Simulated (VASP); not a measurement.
# LiS2 (P6_3/mmc) in VASP: notebook

Runs on LiS2. Level: PBE. Tasks: single point.

All numbers are computed with VASP 6.6.1; they aren't measurements. Logs are shortened: lines on timing, memory, paths and dates and some standing lists are left out, and cuts for length are marked.

### Step 1. The cell of the first run

It takes space group P6_3/mmc (No. 194, hexagonal). Conventional cell: a = 2.750 Å, b = 2.750 Å, c = 16.498 Å, α = 90.00°, β = 90.00°, γ = 120.00°. Li (site symmetry -6m2) has 6 S at 2.52 Å and 6 Li at 2.75 Å within 3.3 Å. Within 3.3 Å of S (site symmetry 3m) lie 3 Li at 2.52 Å and 6 S at 2.75 Å.

### Step 2. Single point, PBE

File INCAR:

```
PREC = Accurate
ENCUT = 520
EDIFF = 1E-6
ISMEAR = 0
SIGMA = 0.1
LREAL = F
LASPH = T
NELM = 60
ALGO = Normal
ISIF = 2
LWAVE = F
LCHARG = F
GGA = PE
NBANDS = 24
```

File KPOINTS:

```
Automatic mesh
0
Gamma
  12 12 4
```

File POSCAR:

```
LiS2
1.0
    2.7502635480      0.0000000000      0.0000000000
   -1.3751317740      2.3817980996      0.0000000000
    0.0000000000      0.0000000000     16.4983105464
Li S
2 4
Direct
    0.3333333333      0.6666666667      0.2500000000
    0.6666666667      0.3333333333      0.7500000000
    0.3333333333      0.6666666667      0.6311380911
    0.6666666667      0.3333333333      0.1311380911
    0.3333333333      0.6666666667      0.8688619089
    0.6666666667      0.3333333333      0.3688619089
```

Potentials or basis: VASP PAW PBE potentials, release 64 (Li_sv, S).

Run with:

```
> cat potpaw_PBE.64/Li_sv/POTCAR potpaw_PBE.64/S/POTCAR > POTCAR
> mpirun -np 1 vasp_std > vasp.out
```

OUTCAR:

```text
PREC = Accurate
   ENCUT = 520
   EDIFF = 1E-6
   ISMEAR = 0
   LREAL = F
   LASPH = T
   NELM = 60
   ISIF = 2
   GGA = PE

 ion  position               nearest neighbor table
   1  0.333  0.667  0.250-   4 2.52   6 2.52   4 2.52   6 2.52   4 2.52   6 2.52
   2  0.667  0.333  0.750-   3 2.52   5 2.52   3 2.52   5 2.52   3 2.52   5 2.52
   3  0.333  0.667  0.631-   2 2.52   2 2.52   2 2.52
   4  0.667  0.333  0.131-   1 2.52   1 2.52   1 2.52
   5  0.333  0.667  0.869-   2 2.52   2 2.52   2 2.52
   6  0.667  0.333  0.369-   1 2.52   1 2.52   1 2.52

  LATTYP: Found a hexagonal cell.
 ALAT       =     2.7502635480
 C/A-ratio  =     5.9988107534

  Lattice vectors:

 A1 = (   2.7502635480,   0.0000000000,   0.0000000000)
 A2 = (  -1.3751317740,   2.3817980996,   0.0000000000)
 A3 = (   0.0000000000,   0.0000000000,  16.4983105464)

Analysis of symmetry for initial positions (statically):
=====================================================================
 Subroutine PRICEL returns:
 Original cell was already a primitive cell.

 Routine SETGRP: Setting up the symmetry group for a
 hexagonal supercell.

 Subroutine GETGRP returns: Found 24 space group operations
 (whereof 12 operations were pure point group operations)
 out of a pool of 24 trial point group operations.

The static configuration has the point symmetry D_3d.
 The point group associated with its full space group is D_6h.

Analysis of symmetry for dynamics (positions and initial velocities):
=====================================================================
 Subroutine PRICEL returns:
 Original cell was already a primitive cell.

 Routine SETGRP: Setting up the symmetry group for a
 hexagonal supercell.

 Subroutine GETGRP returns: Found 24 space group operations
 (whereof 12 operations were pure point group operations)
 out of a pool of 24 trial point group operations.

The dynamic configuration has the point symmetry D_3d.
 The point group associated with its full space group is D_6h.

 Subroutine INISYM returns: Found 24 space group operations
 (whereof 12 operations are pure point group operations),
 and found     1 'primitive' translations

----------------------------------------------------------------------------------------

                                     Primitive cell

  volume of cell :     108.0734

  direct lattice vectors                    reciprocal lattice vectors
     2.750263548  0.000000000  0.000000000     0.363601518  0.209925434  0.000000000
    -1.375131774  2.381798100  0.000000000     0.000000000  0.419850868  0.000000000
     0.000000000  0.000000000 16.498310546     0.000000000  0.000000000  0.060612267

  length of vectors
     2.750263548  2.750263548 16.498310546     0.419850868  0.419850868  0.060612267

  position of ions in fractional coordinates (direct lattice)
     0.333333333  0.666666667  0.250000000
     0.666666667  0.333333333  0.750000000
     0.333333333  0.666666667  0.631138091
     0.666666667  0.333333333  0.131138091
     0.333333333  0.666666667  0.868861909
     0.666666667  0.333333333  0.368861909

  ion indices of the primitive-cell ions
   primitive index   ion index
                 1           1
                 2           2
                 3           3
                 4           4
                 5           5
                 6           6

----------------------------------------------------------------------------------------

 KPOINTS: Automatic mesh

Automatic generation of k-mesh.
 Grid dimensions read from file:
 generate k-points for:   12   12    4

 Generating k-lattice:

  Cartesian coordinates                     Fractional coordinates (reciprocal lattice)
     0.030300126  0.017493786  0.000000000     0.083333333  0.000000000  0.000000000
     0.000000000  0.034987572  0.000000000     0.000000000  0.083333333  0.000000000
     0.000000000  0.000000000  0.015153067     0.000000000  0.000000000  0.250000000

  Length of vectors
     0.034987572  0.034987572  0.015153067

  Shift w.r.t. Gamma in fractional coordinates (k-lattice)
     0.000000000  0.000000000  0.000000000

 Subroutine IBZKPT returns following result:
 ===========================================

 Found     57 irreducible k-points:

 Following reciprocal coordinates:
            Coordinates               Weight
  0.000000  0.000000  0.000000      1.000000
  0.083333  0.000000  0.000000      6.000000
  0.166667  0.000000  0.000000      6.000000
  0.250000  0.000000  0.000000      6.000000
  0.333333  0.000000  0.000000      6.000000
  0.416667  0.000000  0.000000      6.000000
[... 16 lines left out ...]
  0.250000  0.000000  0.250000     12.000000
  0.333333  0.000000  0.250000     12.000000
 [... further k-points ...]
   k-points           NKPTS =     57   k-points in BZ     NKDIM =     57   number of bands    NBANDS=     24
   number of dos      NEDOS =    301   number of ions     NIONS =      6
   total plane-waves  NPLWV =  50400
   dimension x,y,z NGX =    20 NGY =   20 NGZ =  126
   dimension x,y,z NGXF=    40 NGYF=   40 NGZF=  252
   ions per type =               2   4
   NGX,Y,Z   is equivalent  to a cutoff of  12.09, 12.09, 12.70 a.u.
   NGXF,Y,Z  is equivalent  to a cutoff of  24.18, 24.18, 25.39 a.u.
 SYSTEM =  unknown system
   PREC   = accura    normal or accurate (medium, high low for compatibility)
   ISTART =      0    job   : 0-new  1-cont  2-samecut
   ICHARG =      2    charge: 1-file 2-atom 10-const
   ISPIN  =      1    spin polarized calculation?
   LNONCOLLINEAR =      F non collinear calculations
   LSORBIT =      F    spin-orbit coupling
   LASPH  =      T    aspherical Exc in radial PAW
   ENCUT  =  520.0 eV  38.22 Ry    6.18 a.u.   5.11  5.11 30.68*2*pi/ulx,y,z
   NELM   =     60;   NELMIN=  2; NELMDL= -5     # of ELM steps
   EDIFF  = 0.1E-05   stopping-criterion for ELM
   LREAL  =      F    real-space projection
   EDIFFG = 0.1E-04   stopping-criterion for IOM
   NSW    =      0    number of steps for IOM
   IBRION =     -1    ionic relax: 0-MD 1-quasi-New 2-CG
   NFREE  =      0    steps in history (QN), initial steepest desc. (CG)
   ISIF   =      2    stress and relaxation
   ISYM   =      2    0-nonsym 1-usesym 2-fastsym
   POTIM  = 0.5000    time-step for ionic-motion
   TEBEG  =    0.0;   TEEND  =   0.0 temperature during run
   PSTRESS=    0.0 pullay stress
   NELECT =      30.0000    total number of electrons
   NUPDOWN=      -1.0000    fix difference up-down
   EMIN   =  10.00;   EMAX   =-10.00  energy-range for DOS
   EFERMI =   0.00;   METHOD = LEGACY
   ISMEAR =     0;   SIGMA  =   0.10  broadening in eV -4-tet -1-fermi 0-gaus
   EFERMI_NEDOS =   21; number of points for ismear=-14 and -15
   IALGO  =     38    algorithm
   IMIX   =      4    mixing-type and parameters
     AMIX     =   0.40;   BMIX     =  1.00
     AMIX_MAG =   1.60;   BMIX_MAG =  1.00
  volume/ion in A,a.u.               =      18.01       121.55
  Fermi-wavevector in a.u.,A,eV,Ry     =   1.067929  2.018093 15.517065  1.140472
  Thomas-Fermi vector in A             =   2.203561
   LORBIT       =      0    0 simple, 1 ext, 2 COOP (PROOUT), +10 PAW based schemes
   GGA     = PE    functional components
   LHFCALC =     F    Hartree Fock is set to
   AEXX    =    0.0000 exact exchange contribution
   IVDW    =     0    specifies the selected vdW correction
   LEPSILON=     F    determine dielectric tensor
   LRPA    =     F    only Hartree local field effects (RPA)
 non-spin polarized calculation
 Gauss-broadening in eV      SIGMA  =   0.10
  energy-cutoff  :      520.00
  volume of cell :      108.07
 maximum number of plane-waves:      2932
   NGX = 11   NGY = 11   NGZ = 61

 number of electron      30.0000002 magnetization

 Free energy of the ion-electron system (eV)
  ---------------------------------------------------
  ext. energy  EPLUGINS =         0.00000000
  ---------------------------------------------------
  free energy    TOTEN  =       -20.65744936 eV

  energy without entropy =      -20.64466542  energy(sigma->0) =      -20.65105739

 E-fermi :   3.5865     XC(G=0):  -8.9687

 val. band max:        3.5519987892   @ k =   0.4167   0.0833   0.0000
 cond. band min:       3.6663705348   @ k =   0.4167   0.0833   0.0000
 fundamental gap:      0.1143717456
 Fermi energy:         3.5865497506

 k-point     1 :       0.0000    0.0000    0.0000
  band No.  band energies     occupation
      1     -42.1342      2.00000
      2     -42.1341      2.00000
      3     -11.5756      2.00000
      4     -11.5495      2.00000
      5     -11.5147      2.00000
      6     -11.4876      2.00000
[... 16 lines left out ...]
     23      13.2916      0.00000
     24      15.5662      0.00000

 k-point     2 :       0.0833    0.0000    0.0000
  band No.  band energies     occupation
      1     -42.1314      2.00000
      2     -42.1314      2.00000
      3     -11.4271      2.00000
      4     -11.4013      2.00000
      5     -11.3637      2.00000
      6     -11.3368      2.00000
[... 16 lines left out ...]
     23      13.4489      0.00000
     24      15.3040      0.00000

 k-point     3 :       0.1667    0.0000    0.0000
  band No.  band energies     occupation
      1     -42.1239      2.00000
      2     -42.1239      2.00000
      3     -10.9880      2.00000
      4     -10.9628      2.00000
      5     -10.9168      2.00000
      6     -10.8905      2.00000
[... 16 lines left out ...]
     23      13.6767      0.00000
     24      14.1266      0.00000

 k-point     4 :       0.2500    0.0000    0.0000
  band No.  band energies     occupation
      1     -42.1137      2.00000
      2     -42.1137      2.00000
      3     -10.2809      2.00000
      4     -10.2571      2.00000
      5     -10.1968      2.00000
      6     -10.1718      2.00000
[... 16 lines left out ...]
     23      12.8022      0.00000
     24      12.8251      0.00000

 k-point     5 :       0.3333    0.0000    0.0000
  band No.  band energies     occupation
      1     -42.1035      2.00000
      2     -42.1035      2.00000
      3      -9.3665      2.00000
      4      -9.3452      2.00000
      5      -9.2639      2.00000
      6      -9.2412      2.00000
[... 16 lines left out ...]
     23      11.4838      0.00000
     24      11.5501      0.00000

 k-point     6 :       0.4167    0.0000    0.0000
  band No.  band energies     occupation
      1     -42.0960      2.00000
      2     -42.0960      2.00000
      3      -8.4202      2.00000
      4      -8.4042      2.00000
      5      -8.2935      2.00000
      6      -8.2762      2.00000
[... 16 lines left out ...]
     23      10.2798      0.00000
     24      11.1479      0.00000
[... 379 lines left out ...]
 k-point    21 :       0.0833    0.0000    0.2500
  band No.  band energies     occupation
      1     -42.1314      2.00000
      2     -42.1314      2.00000
      3     -11.4244      2.00000
      4     -11.4069      2.00000
      5     -11.3579      2.00000
      6     -11.3397      2.00000
[... 16 lines left out ...]
     23      14.0601      0.00000
     24      15.2454      0.00000

 k-point    22 :       0.1667    0.0000    0.2500
  band No.  band energies     occupation
      1     -42.1239      2.00000
      2     -42.1239      2.00000
      3     -10.9852      2.00000
      4     -10.9680      2.00000
      5     -10.9115      2.00000
      6     -10.8935      2.00000
[... 16 lines left out ...]
     23      13.8660      0.00000
     24      14.1186      0.00000

 k-point    23 :       0.2500    0.0000    0.2500
  band No.  band energies     occupation
      1     -42.1137      2.00000
      2     -42.1137      2.00000
      3     -10.2782      2.00000
      4     -10.2617      2.00000
      5     -10.1921      2.00000
      6     -10.1747      2.00000
[... 16 lines left out ...]
     23      12.7914      0.00000
     24      12.8196      0.00000

 k-point    24 :       0.3333    0.0000    0.2500
  band No.  band energies     occupation
      1     -42.1035      2.00000
      2     -42.1035      2.00000
      3      -9.3639      2.00000
      4      -9.3490      2.00000
      5      -9.2599      2.00000
      6      -9.2441      2.00000
[... 16 lines left out ...]
     23      11.5044      0.00000
     24      11.5792      0.00000

 [... further k-points ...]

------------------------ aborting loop because EDIFF is reached ----------------------------------------

  FORCE on cell =-STRESS in cart. coord.  units (eV):
  Direction    XX          YY          ZZ          XY          YZ          ZX
  --------------------------------------------------------------------------------------
  -------------------------------------------------------------------------------------
  Total       -0.0678659     -0.0678659     -0.0601581      0.0000000     -0.0000000      0.0000000
  in kB       -1.0061048     -1.0061048     -0.8918382      0.0000000     -0.0000000      0.0000000
  external PRESSURE =      -0.9680159 kB  Pullay stress =       0.0000000 kB

 VOLUME and BASIS-vectors are now :
 -----------------------------------------------------------------------------
  energy-cutoff  :      520.00
  volume of cell :      108.07
      direct lattice vectors                 reciprocal lattice vectors
     2.750263548  0.000000000  0.000000000     0.363601518  0.209925434  0.000000000
    -1.375131774  2.381798100  0.000000000     0.000000000  0.419850868  0.000000000
     0.000000000  0.000000000 16.498310546     0.000000000  0.000000000  0.060612267

 POSITION                                       TOTAL-FORCE (eV/Angst)
 -----------------------------------------------------------------------------------
     -0.00000      1.58787      4.12458        -0.000000      0.000000      0.000000
      1.37513      0.79393     12.37373         0.000000     -0.000000      0.000000
     -0.00000      1.58787     10.41271         0.000000      0.000000      0.001894
      1.37513      0.79393      2.16356         0.000000      0.000000      0.001894
     -0.00000      1.58787     14.33475         0.000000     -0.000000     -0.001894
      1.37513      0.79393      6.08560         0.000000     -0.000000     -0.001894
 -----------------------------------------------------------------------------------
    total drift:                               -0.000000      0.000000      0.000000

  FREE ENERGIE OF THE ION-ELECTRON SYSTEM (eV)
  ---------------------------------------------------
  free  energy   TOTEN  =       -20.6574493642 eV

  energy  without entropy=      -20.6446654223  energy(sigma->0) =      -20.65105739
```

It took 61 s on 1 thread of Intel Xeon 6975P-C (Granite Rapids), shared host; peak memory 0.26 GiB.

Results:

- Free energy: -20.6574 eV
- Band gap on the k mesh: zero (bands 15 and 16 overlap by 5.46 eV)

Caveat: the cutoff is under 1.25 times the usual one of these potentials, so pressure, stress and relaxed cells hold a basis-set (Pulay) error.

### Step 3. Single point, PBE

This run uses another cell than the first one, of 17.96 Å³/atom.

File INCAR:

```
SYSTEM = LiS2
PREC     = Accurate       ! precision mode
ENCUT    = 520            ! plane-wave cutoff, eV
EDIFF    = 1E-6           ! SCF threshold, eV
ISMEAR   = 0              ! smearing method
SIGMA    = 0.1            ! smearing width, eV
LREAL    = .FALSE.        ! projectors in reciprocal space
LASPH    = .TRUE.         ! aspherical terms in the spheres
NELM     = 100            ! most SCF steps
ALGO     = Normal         ! electronic algorithm
ISIF     = 2              ! what is computed and relaxed
LWAVE    = .FALSE.        ! write WAVECAR
LCHARG   = .TRUE.         ! write CHGCAR
GGA      = PE             ! functional
LELF     = .TRUE.         ! ELF
LVHAR    = .TRUE.       
NBANDS   = 24             ! bands
```

File KPOINTS:

```
Automatic mesh
0
G
  12 12 2
  0 0 0
```

File POSCAR:

```
LiS2
1.0
    2.7443126234      0.0000000000      0.0000000000
   -1.3721563117      2.3766444478      0.0000000000
    0.0000000000      0.0000000000     16.5187419825
Li S
2 4
Direct
    0.3333333333      0.6666666667      0.2500000000
    0.6666666667      0.3333333333      0.7500000000
    0.3333333333      0.6666666667      0.6312516013
    0.6666666667      0.3333333333      0.1312516013
    0.3333333333      0.6666666667      0.8687483987
    0.6666666667      0.3333333333      0.3687483987
```

Potentials or basis: VASP PAW PBE potentials, release 64 (Li_sv, S).

Run with:

```
> cat potpaw_PBE.64/Li_sv/POTCAR potpaw_PBE.64/S/POTCAR > POTCAR
> mpirun -np 1 vasp_std > vasp.out
```

It took 43 s on 1 thread of Intel Xeon 6975P-C (Granite Rapids), shared host; peak memory 0.24 GiB.

Results (log left out):

* Free energy: -20.6570 eV
* Largest force: 0.003 eV/Å
* Band gap on the k mesh: zero (bands 15 and 16 overlap by 5.52 eV)

Forces on the atoms (eV/Å):
```
Li   0.000  0.000  0.000
Li   0.000  0.000  0.000
S    0.000  0.000  0.003
S    0.000  0.000  0.003
S    0.000  0.000 -0.003
S    0.000  0.000 -0.003
```

Levels at points of the mesh, in eV from the Fermi level:
| k point | band 10 | band 11 | band 12 | band 13 | band 14 | band 15 | band 16 | band 17 | band 18 | band 19 |
| --- | --- | --- | --- | --- | --- | --- | --- | --- | --- | --- |
| (0.00, 0.00, 0.00) | -3.99 | 3.19 | 3.26 | 3.26 | 3.26 | 3.26 | 3.32 | 3.32 | 3.32 | 3.32 |
| (0.50, 0.00, 0.00) | -6.38 | -2.22 | -2.16 | -1.07 | -0.96 | 0.76 | 0.77 | 0.89 | 0.90 | 3.75 |
| (0.00, 0.00, 0.50) | -4.16 | 3.26 | 3.26 | 3.26 | 3.26 | 3.32 | 3.32 | 3.32 | 3.32 | 3.66 |
| (0.50, 0.00, 0.50) | -6.39 | -2.19 | -2.19 | -1.02 | -1.02 | 0.77 | 0.77 | 0.89 | 0.89 | 3.81 |

Caveat: the cutoff is under 1.25 times the usual one of these potentials, so pressure, stress and relaxed cells hold a basis-set (Pulay) error.

### Step 4. Single point, PBE

This run uses another cell than the first one, of 17.96 Å³/atom.

File INCAR:

```
ALGO = Normal ; EDIFF = 1E-6
ENCUT = 520 ; GGA = PE
ISIF = 2 ; ISMEAR = 0
LASPH = True ; LCHARG = False
LREAL = False ; LWAVE = False
NBANDS = 24 ; NELM = 80
PREC = Accurate ; SIGMA = 0.1
```

File KPOINTS:

```
k-points
0
Gamma
  18 18 4
```

POSCAR is that of step 3.

Run with:

```
> cat potpaw_PBE.64/Li_sv/POTCAR potpaw_PBE.64/S/POTCAR > POTCAR
> mpirun -np 1 vasp_std > vasp.out
```

It took 2.1 min on 1 thread of Intel Xeon 6975P-C (Granite Rapids), shared host; peak memory 0.34 GiB.

Results (log left out):

```yaml
Free_energy: -20.6194 eV
Band_gap_on_the_k_mesh: zero (bands 15 and 16 overlap by 5.49 eV)
```

Forces in eV/Å, atoms in the order of the input:
```
Li   0.000  0.000  0.000
Li   0.000  0.000  0.000
S    0.000  0.000  0.002
S    0.000  0.000  0.002
S    0.000  0.000 -0.002
S    0.000  0.000 -0.002
```

Levels at points of the mesh, in eV from the Fermi level:
```csv
k point,band 12,band 13,band 14,band 15,band 16,band 17
"(0.00, 0.00, 0.00)",3.52,3.52,3.52,3.52,3.58,3.58
"(0.50, 0.00, 0.00)",-1.91,-0.82,-0.70,1.02,1.03,1.15
"(0.00, 0.00, 0.50)",3.52,3.52,3.52,3.58,3.58,3.58
"(0.50, 0.00, 0.50)",-1.93,-0.76,-0.76,1.03,1.03,1.15
```

Caveat: the cutoff is under 1.25 times the usual one of these potentials, so pressure, stress and relaxed cells hold a basis-set (Pulay) error.

### Step 5. The runs side by side

```csv
cell,k mesh,gap on the mesh (eV)
"a = 2.750, b = 2.750, c = 16.498 Å, angles 90.0, 90.0, 120.0°, 6 atoms",12 × 12 × 4,none
"a = 2.744, b = 2.744, c = 16.519 Å, angles 90.0, 90.0, 120.0°, 6 atoms",12 × 12 × 2,none
"a = 2.744, b = 2.744, c = 16.519 Å, angles 90.0, 90.0, 120.0°, 6 atoms",18 × 18 × 4,none
```

Alike in all rows: task single point; level PBE; potentials or basis VASP PAW PBE potentials, release 64 (Li_sv, S); no spin polarisation; cutoff (eV) 520; smearing gaussian 0.1 eV.

Caveats: the cutoff is under 1.25 times the usual one of these potentials, so pressure, stress and relaxed cells hold a basis-set (Pulay) error.

Absolute energies hang on the potentials; compare differences alone.
